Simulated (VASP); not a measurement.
A run of VASP 6.6.1:

Contents of INCAR:

```
ALGO = Normal
EDIFF = 1E-6
ENCUT = 520
GGA = PE
ISIF = 2
ISMEAR = -1
LASPH = T
LCHARG = F
LREAL = F
LWAVE = F
NBANDS = 8
NELM = 100
PREC = Accurate
SIGMA = 0.08
```

File KPOINTS:

```
k-points
0
Gamma
  20 20 20
```

Contents of POSCAR:

```
P
1.0
    0.0000000000      1.6420938639      1.6420938639
    1.6420938639      0.0000000000      1.6420938639
    1.6420938639      1.6420938639      0.0000000000
P
1
Direct
    0.0000000000      0.0000000000      0.0000000000
```

Potentials or basis: VASP PAW PBE potentials, release 64 (P).

Command:

```console
$ cat potpaw_PBE.64/P/POTCAR > POTCAR
$ mpirun -np 1 vasp_std > vasp.out
```

Hardware: 1 thread of AMD EPYC 9R14 (Zen 4), with other jobs on the host.

Q: How long does it take, and how much memory?

A: Run time: 9.9 s on 1 thread of AMD EPYC 9R14 (Zen 4) (shared host), peak memory 0.09 GiB. Counts: scf iterations 10, k points 256.
